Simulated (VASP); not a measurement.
# W (Fm-3m) in VASP: notebook

W is run at these levels: PBEsol; tasks: relaxation of cell and atoms, single point.

All numbers are computed with VASP 6.6.1; they aren't measurements. Logs are shortened: lines on timing, memory, paths and dates and some standing lists are left out, and cuts for length are marked.

**1. The cell of the first run**

The structure is cubic, space group Fm-3m (No. 225). Conventional cell: a = 4.060 Å, b = 4.060 Å, c = 4.060 Å, α = 90.00°, β = 90.00°, γ = 90.00°. Within 3.8 Å of W (site symmetry m-3m) lie 12 W at 2.87 Å.

**2. Relaxation of cell and atoms, PBEsol, target pressure 20 GPa, at which the enthalpy is minimised**

INCAR reads:

```
SYSTEM = W
  ALGO = Normal
  EDIFF = 1E-6
  EDIFFG = -0.005
  ENCUT = 600
  GGA = PS
  IBRION = 2
  ISIF = 3
  ISMEAR = -1
  LASPH = .TRUE.
  LCHARG = .FALSE.
  LREAL = .FALSE.
  LWAVE = .FALSE.
  NELM = 60
  NSW = 80
  PREC = Accurate
  PSTRESS = 200.0
  SIGMA = 0.05
```

KPOINTS reads:

```
k-points
0
G
  11 11 11
  0 0 0
```

POSCAR reads:

```
W
1.0
    0.0000000000      2.0300000000      2.0300000000
    2.0300000000      0.0000000000      2.0300000000
    2.0300000000      2.0300000000      0.0000000000
W
1
Direct
    0.0000000000      0.0000000000      0.0000000000
```

Potentials or basis: VASP PAW PBE potentials, release 64 (W_sv).

The run is started by

```
$ cat potpaw_PBE.64/W_sv/POTCAR > POTCAR
$ mpirun -np 1 vasp_std > vasp.out
```

OUTCAR:

```text
SYSTEM = W
   EDIFF = 1E-6
   EDIFFG = -0.005
   ENCUT = 600
   GGA = PS
   IBRION = 2
   ISIF = 3
   ISMEAR = -1
   LASPH = .TRUE.
   LREAL = .FALSE.
   NELM = 60
   NSW = 80
   PREC = Accurate
   PSTRESS = 200.0

 ion  position               nearest neighbor table
   1  0.000  0.000  0.000-

  LATTYP: Found a face centered cubic cell.
 ALAT       =     4.0600000000

  Lattice vectors:

 A1 = (   0.0000000000,   2.0300000000,   2.0300000000)
 A2 = (   2.0300000000,   0.0000000000,   2.0300000000)
 A3 = (   2.0300000000,   2.0300000000,   0.0000000000)

Analysis of symmetry for initial positions (statically):
=====================================================================
 Subroutine PRICEL returns:
 Original cell was already a primitive cell.

 Routine SETGRP: Setting up the symmetry group for a
 face centered cubic supercell.

 Subroutine GETGRP returns: Found 48 space group operations
 (whereof 48 operations were pure point group operations)
 out of a pool of 48 trial point group operations.

The static configuration has the point symmetry O_h .

Analysis of symmetry for dynamics (positions and initial velocities):
=====================================================================
 Subroutine PRICEL returns:
 Original cell was already a primitive cell.

 Routine SETGRP: Setting up the symmetry group for a
 face centered cubic supercell.

 Subroutine GETGRP returns: Found 48 space group operations
 (whereof 48 operations were pure point group operations)
 out of a pool of 48 trial point group operations.

The dynamic configuration has the point symmetry O_h .

 Subroutine INISYM returns: Found 48 space group operations
 (whereof 48 operations are pure point group operations),
 and found     1 'primitive' translations

----------------------------------------------------------------------------------------

                                     Primitive cell

  volume of cell :      16.7309

  direct lattice vectors                    reciprocal lattice vectors
     0.000000000  2.030000000  2.030000000    -0.246305419  0.246305419  0.246305419
     2.030000000  0.000000000  2.030000000     0.246305419 -0.246305419  0.246305419
     2.030000000  2.030000000  0.000000000     0.246305419  0.246305419 -0.246305419

  length of vectors
     2.870853532  2.870853532  2.870853532     0.426613499  0.426613499  0.426613499

[... 88 lines left out ...]
   PSTRESS=  200.0 pullay stress
   NELECT =      14.0000    total number of electrons
   NUPDOWN=      -1.0000    fix difference up-down
   EMIN   =  10.00;   EMAX   =-10.00  energy-range for DOS
   EFERMI =   0.00;   METHOD = LEGACY
   ISMEAR =    -1;   SIGMA  =   0.05  broadening in eV -4-tet -1-fermi 0-gaus
   EFERMI_NEDOS =   21; number of points for ismear=-14 and -15
   IALGO  =     38    algorithm
   IMIX   =      4    mixing-type and parameters
     AMIX     =   0.40;   BMIX     =  1.00
     AMIX_MAG =   1.60;   BMIX_MAG =  1.00
  volume/ion in A,a.u.               =      16.73       112.91
  Fermi-wavevector in a.u.,A,eV,Ry     =   1.542688  2.915258 32.380324  2.379887
  Thomas-Fermi vector in A             =   2.648457
   LORBIT       =      0    0 simple, 1 ext, 2 COOP (PROOUT), +10 PAW based schemes
   GGA     = PS    functional components
   LHFCALC =     F    Hartree Fock is set to
   AEXX    =    0.0000 exact exchange contribution
   IVDW    =     0    specifies the selected vdW correction
   LEPSILON=     F    determine dielectric tensor
   LRPA    =     F    only Hartree local field effects (RPA)
 conjugate gradient relaxation of ions
 non-spin polarized calculation
  energy-cutoff  :      600.00
  volume of cell :       16.73
 maximum number of plane-waves:       568
   NGX = 11   NGY = 11   NGZ = 11

--------------------------------------- Ionic step        1  -------------------------------------------

 number of electron      14.0000002 magnetization

 Free energy of the ion-electron system (eV)
  ---------------------------------------------------
  ext. energy  EPLUGINS =         0.00000000
  ---------------------------------------------------
  free energy    TOTEN  =       -13.29525837 eV

  energy without entropy =      -13.28660370  energy(sigma->0) =      -13.29093103

------------------------ aborting loop because EDIFF is reached ----------------------------------------

  FORCE on cell =-STRESS in cart. coord.  units (eV):
  Direction    XX          YY          ZZ          XY          YZ          ZX
  --------------------------------------------------------------------------------------
  -------------------------------------------------------------------------------------
  Total       -1.2814283     -1.2814283     -1.2814283     -0.0000000      0.0000000      0.0000000
  in kB     -122.7119283   -122.7119283   -122.7119283     -0.0000000      0.0000000      0.0000000
  external PRESSURE =    -322.7119283 kB  Pullay stress =     200.0000000 kB
[... 135 lines left out ...]
--------------------------------------- Ionic step        5  -------------------------------------------

 number of electron      14.0000000 magnetization

 Free energy of the ion-electron system (eV)
  ---------------------------------------------------
  ext. energy  EPLUGINS =         0.00000000
  ---------------------------------------------------
  free energy    TOTEN  =       -13.27039727 eV

  energy without entropy =      -13.26221419  energy(sigma->0) =      -13.26630573

 E-fermi :  11.3909     XC(G=0): -14.0124

 val. band max:       11.3191793525   @ k =  -0.2727   0.0909   0.0000
 cond. band min:      11.4119447225   @ k =   0.1818   0.0909   0.0000
 fundamental gap:      0.0927653700
 Fermi energy:        11.3909261544

 k-point     1 :       0.0000    0.0000    0.0000
  band No.  band energies     occupation
      1     -62.0526      2.00000
      2     -25.5575      2.00000
      3     -25.5575      2.00000
      4     -25.5575      2.00000
      5       2.0342      2.00000
      6      10.7724      1.99999
      7      10.7724      1.99999
      8      10.7724      1.99999
      9      14.2633      0.00000
     10      14.2633      0.00000
     11      24.3748      0.00000
[... 309 lines left out ...]
 k-point    24 :      -0.1818    0.1818    0.0000
  band No.  band energies     occupation
      1     -61.9512      2.00000
      2     -26.4063      2.00000
      3     -25.9131      2.00000
      4     -25.6569      2.00000
      5       5.4564      2.00000
      6       9.1105      2.00000
      7      10.6580      2.00000
      8      12.4131      0.00000
      9      12.5138      0.00000
     10      16.4759      0.00000
     11      26.4299      0.00000

 [... further k-points ...]
[... 5 lines left out ...]
  --------------------------------------------------------------------------------------
  -------------------------------------------------------------------------------------
  Total        1.8930409      1.8930409      1.8930409      0.0000000     -0.0000000      0.0000000
  in kB      200.2479275    200.2479275    200.2479275      0.0000000     -0.0000000      0.0000000
  external PRESSURE =       0.2479275 kB  Pullay stress =     200.0000000 kB
[... 20 lines left out ...]
  energy  without entropy=      -13.2622141913  energy(sigma->0) =      -13.26630573

  enthalpy is  TOTEN    =       -11.3797001210 eV   P V=        1.8906971451

 reached required accuracy - stopping structural energy minimisation
```

OSZICAR:

```text
N       E                     dE             d eps       ncg     rms          rms(c)
DAV:   1     0.802015983821E+02    0.80202E+02   -0.86714E+03  1240   0.158E+03
DAV:   2    -0.122619327274E+02   -0.92464E+02   -0.90180E+02  1349   0.351E+02
[... 39 lines left out ...]
       N       E                     dE             d eps       ncg     rms          rms(c)
DAV:   1    -0.132746608513E+02    0.60114E-02   -0.10181E-01  1283   0.511E+00    0.898E-01
DAV:   2    -0.132710319317E+02    0.36289E-02   -0.52267E-03  1271   0.101E+00    0.208E-01
DAV:   3    -0.132703875628E+02    0.64437E-03   -0.17283E-03  1295   0.563E-01    0.155E-01
DAV:   4    -0.132703986692E+02   -0.11106E-04   -0.43447E-05  1280   0.897E-02    0.216E-02
DAV:   5    -0.132703974664E+02    0.12028E-05   -0.36808E-06  1295   0.258E-02    0.943E-04
DAV:   6    -0.132703972661E+02    0.20030E-06   -0.35382E-08   616   0.286E-03
   5 F= -.11379700E+02 E0= -.11375609E+02  d E =-.172956E+00
```

CONTCAR:

```text
W
   1.00000000000000
    -0.0000000000000000    1.9637710491729952    1.9637710491729952
     1.9637710491729952    0.0000000000000000    1.9637710491729952
     1.9637710491729952    1.9637710491729952   -0.0000000000000000
  W
     1
Direct
     0.0000000000000000    0.0000000000000000    0.0000000000000000

  0.00000000E+00  0.00000000E+00  0.00000000E+00
```

Wall time 33 s (1 thread of AMD EPYC 7R13 (Zen 3), shared host); peak memory 0.13 GiB.

What came out:

```
Free energy                                            : -13.2704 eV
Relaxed volume                                         : 15.15 Å³/atom
Relaxed cell                                           : a = 2.777 Å, b = 2.777 Å, c = 2.777 Å, α = 60.00°, β = 60.00°, γ = 60.00°
Space group after relaxing (to 0.05 Å)                 : Fm-3m (No. 225)
Energy change on relaxing (the enthalpy is what falls) : +24.9 meV/atom
Ionic steps                                            : 5
Pressure after relaxing                                : 20.0 GPa
Band gap on the k mesh                                 : zero (band 7 reaches 14.60 eV, above the bottom of band 8 at 10.77 eV)
```

The path:
```csv
step,energy change (eV),largest force (eV/Å),pressure (GPa),volume (Å³)
1,0.0000,0.0000,-12.27,16.73
2,4.9278,0.0000,381.32,9.83
3,-0.0025,0.0000,13.53,15.41
4,0.0146,0.0000,17.81,15.23
5,0.0249,0.0000,20.02,15.15
```

Final structure:
```
W
1.0
     0.00000    1.96377    1.96377
     1.96377    0.00000    1.96377
     1.96377    1.96377    0.00000
W
1
Cartesian
  0.0000 0.0000 0.0000
```

Levels at points of the mesh, in eV from the Fermi level:
```csv
k point,band 5,band 6,band 7,band 8,band 9,band 10
"(0.00, 0.00, 0.00)",-9.36,-0.62,-0.62,-0.62,2.87,2.87
```

Caveat: the cell is relaxed towards a set pressure, so the enthalpy falls and the energy may rise; the PAW data sets were made with another functional, which shifts forces and pressure a little; spin-orbit coupling is left out, which moves the levels of the heavy elements.

**3. Relaxation of cell and atoms, PBEsol, target pressure 30 GPa, at which the enthalpy is minimised**

INCAR reads:

```
  ALGO = Normal
  EDIFF = 1E-6
  EDIFFG = -0.005
  ENCUT = 600
  GGA = PS
  IBRION = 2
  ISIF = 3
  ISMEAR = -1
  LASPH = T
  LCHARG = F
  LREAL = F
  LWAVE = F
  NELM = 100
  NSW = 80
  PREC = Accurate
  PSTRESS = 300.0
  SIGMA = 0.05
```

KPOINTS reads:

```
k-points
0
Gamma
  11 11 11
```

POSCAR is that of step 2.

Potentials or basis: VASP PAW PBE potentials, release 64 (W_sv).

The run is started by

```
$ cat potpaw_PBE.64/W_sv/POTCAR > POTCAR
$ mpirun -np 1 vasp_std > vasp.out
```

Run time: 34 s. Hardware: 1 thread of AMD EPYC 7R13 (Zen 3), shared host; peak memory 0.13 GiB.

Results (log left out):

- Free energy: -13.2128 eV
- Relaxed volume: 14.78 Å³/atom
- Relaxed cell: a = 2.754 Å, b = 2.754 Å, c = 2.754 Å, α = 60.00°, β = 60.00°, γ = 60.00°
- Space group after relaxing (to 0.05 Å): Fm-3m (No. 225)
- Energy change on relaxing (the enthalpy is what falls): +82.5 meV/atom
- Ionic steps: 5
- Pressure after relaxing: 30.0 GPa
- Band gap on the k mesh: zero (band 7 reaches 15.13 eV, above the bottom of band 8 at 11.10 eV)

Step by step:
| step | energy change (eV) | largest force (eV/Å) | pressure (GPa) | volume (Å³) |
| --- | --- | --- | --- | --- |
| 1 | 0.0000 | 0.0000 | -12.27 | 16.73 |
| 2 | 10.7103 | 0.0000 | 781.73 | 8.16 |
| 3 | 0.0232 | 0.0000 | 19.68 | 15.16 |
| 4 | 0.0526 | 0.0000 | 25.22 | 14.95 |
| 5 | 0.0825 | 0.0000 | 30.03 | 14.78 |

Final structure:
```cif
data_structure
_symmetry_space_group_name_H-M 'P 1'
_symmetry_Int_Tables_number 1
_cell_length_a 2.7544
_cell_length_b 2.7544
_cell_length_c 2.7544
_cell_angle_alpha 60.000
_cell_angle_beta 60.000
_cell_angle_gamma 60.000
_cell_volume 14.78
loop_
_atom_site_label
_atom_site_type_symbol
_atom_site_fract_x
_atom_site_fract_y
_atom_site_fract_z
_atom_site_occupancy
W1 W 0.00000 0.00000 0.00000 1
```

Levels at points of the mesh, in eV from the Fermi level:
| k point | band 5 | band 6 | band 7 | band 8 | band 9 | band 10 |
| --- | --- | --- | --- | --- | --- | --- |
| (0.00, 0.00, 0.00) | -9.47 | -0.65 | -0.65 | -0.65 | 2.96 | 2.96 |

Caveat: the cell is relaxed towards a set pressure, so the enthalpy falls and the energy may rise; the PAW data sets were made with another functional, which shifts forces and pressure a little; spin-orbit coupling is left out, which moves the levels of the heavy elements.

**4. Single point, PBEsol**

INCAR reads:

```
PREC     = Accurate       # precision mode
ENCUT    = 520            # plane-wave cutoff, eV
EDIFF    = 1E-6           # SCF threshold, eV
ISMEAR   = 0              # smearing method
SIGMA    = 0.02           # smearing width, eV
LREAL    = False          # projectors in reciprocal space
LASPH    = True           # aspherical terms in the spheres
NELM     = 80             # most SCF steps
ALGO     = Fast           # electronic algorithm
ISIF     = 2              # what is computed and relaxed
LWAVE    = False          # write WAVECAR
LCHARG   = True           # write CHGCAR
GGA      = PS             # functional
LELF     = True           # ELF
LVHAR    = True         
NBANDS   = 13             # bands
```

KPOINTS reads:

```
regular mesh
0
Gamma
  11 11 11
```

POSCAR is that of step 3.

The run is started by

```
$ cat potpaw_PBE.64/W_sv/POTCAR > POTCAR
$ mpirun -np 1 vasp_std > vasp.out
```

It took 18 s on 1 thread of Intel Xeon 8259CL, shared host; peak memory 0.14 GiB.

It converged, with:

| Item | Value |
| --- | --- |
| Free energy | -13.2916 eV |
| Pressure | -12.5 GPa |
| Band gap on the k mesh | zero (band 7 reaches 12.63 eV, above the bottom of band 8 at 9.52 eV) |

Levels at points of the mesh, in eV from the Fermi level:
```
           k point  band 4  band 5  band 6  band 7  band 8  band 9  band 10  band 11
(0.00, 0.00, 0.00)  -37.33   -8.91   -0.55   -0.55   -0.55    2.48     2.48    12.80
```

Caveat: the PAW data sets were made with another functional, which shifts forces and pressure a little; spin-orbit coupling is left out, which moves the levels of the heavy elements.

**5. Single point, PBEsol**

This run uses another cell than the first one, of 14.74 Å³/atom, 0.881 times its volume.

INCAR reads:

```
SYSTEM = W
PREC = Accurate
ENCUT = 520
EDIFF = 1E-7
ISMEAR = -1
SIGMA = 0.05
LREAL = .FALSE.
LASPH = .TRUE.
NELM = 100
ALGO = Normal
ISIF = 2
LWAVE = .FALSE.
LCHARG = .FALSE.
GGA = PS
NBANDS = 13
```

KPOINTS reads:

```
Automatic mesh
0
G
  11 11 11
  0 0 0
```

POSCAR reads:

```
W
1.0
    0.0000000000      1.9458666475      1.9458666475
    1.9458666475      0.0000000000      1.9458666475
    1.9458666475      1.9458666475      0.0000000000
W
1
Direct
    0.0000000000      0.0000000000      0.0000000000
```

The run is started by

```
$ cat potpaw_PBE.64/W_sv/POTCAR > POTCAR
$ mpirun -np 1 vasp_std > vasp.out
```

Run time: 4.6 s. Hardware: 1 thread of Intel Xeon 6975P-C (Granite Rapids), shared host; peak memory 0.13 GiB.

Results (log left out):

* Free energy: -13.2047 eV
* Pressure: 31.1 GPa
* Band gap on the k mesh: zero (band 7 reaches 15.19 eV, above the bottom of band 8 at 11.13 eV)

Levels at points of the mesh, in eV from the Fermi level:
| k point | band 5 | band 6 | band 7 | band 8 | band 9 | band 10 |
| --- | --- | --- | --- | --- | --- | --- |
| (0.00, 0.00, 0.00) | -9.49 | -0.66 | -0.66 | -0.66 | 2.97 | 2.97 |

Caveat: the PAW data sets were made with another functional, which shifts forces and pressure a little; spin-orbit coupling is left out, which moves the levels of the heavy elements.

(Part 1 of 2 ends here.)
